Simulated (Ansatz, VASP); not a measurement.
## Zr: VASP beside Ansatz

The input INCAR:

```
SYSTEM = Zr
  ALGO = Normal
  EDIFF = 1E-6
  ENCUT = 520
  ISIF = 2
  ISMEAR = -1
  LASPH = .True.
  LCHARG = .False.
  LREAL = .False.
  LWAVE = .False.
  NBANDS = 12
  NELM = 80
  PREC = Accurate
  SIGMA = 0.03
```

File KPOINTS:

```
k-points
0
Gamma
  16 16 16
  0 0 0
```

File POSCAR:

```
Zr
1.0
   -1.8454992086      1.8454992086      1.8454992086
    1.8454992086     -1.8454992086      1.8454992086
    1.8454992086      1.8454992086     -1.8454992086
Zr
1
Direct
    0.0000000000      0.0000000000      0.0000000000
```

Input for Ansatz:

```yaml
crystal:
  lattice:
    - [-1.8454992086, 1.8454992086, 1.8454992086]
    - [1.8454992086, -1.8454992086, 1.8454992086]
    - [1.8454992086, 1.8454992086, -1.8454992086]
  atoms:
    - { symbol: Zr, position: [0.0, 0.0, 0.0] }
kpoints:
  mp_grid: { grid: [16, 16, 16] }
  band_path:
    path:
      - [0.0, 0.0, 0.0]
      - [0.5, -0.5, 0.5]
      - [0.0, 0.0, 0.5]
      - [0.0, 0.0, 0.0]
      - [0.25, 0.25, 0.25]
      - [0.5, -0.5, 0.5]
      - [0.25, 0.25, 0.25]
      - [0.0, 0.0, 0.5]
    npoints: 5
scf:
  occupations: { method: fermi_dirac, width: 0.03 }
hamiltonian:
  xc: lda
  pseudopotentials: { kind: all_electron, lapw: { basis_error: 0.0005 } }
output:
  forces: true
  stress: true
  eigenvalues: true
```

Change from the starting cell: volume scaled by 1.06.

Alike in both runs: task single point; functional LDA; k mesh 16 × 16 × 16; occupations fermi-dirac, width 0.03 eV; no spin polarisation.

|  | VASP | Ansatz |
| --- | --- | --- |
| version | VASP 6.6.1 | Ansatz 0.2.0 |
| potentials or method | VASP PAW LDA potentials, release 64 (Zr_sv), cutoff 520 eV | all-electron LAPW, scalar-relativistic |

```tsv
	VASP	Ansatz	Ansatz less VASP
pressure (GPa)	-13.0	-13.0	-0.04
```

LDA's correlation is that of Perdew and Zunger in VASP and of Perdew and Wang (1992) in Ansatz. Ansatz ran all-electron here, and VASP with PAW potentials.
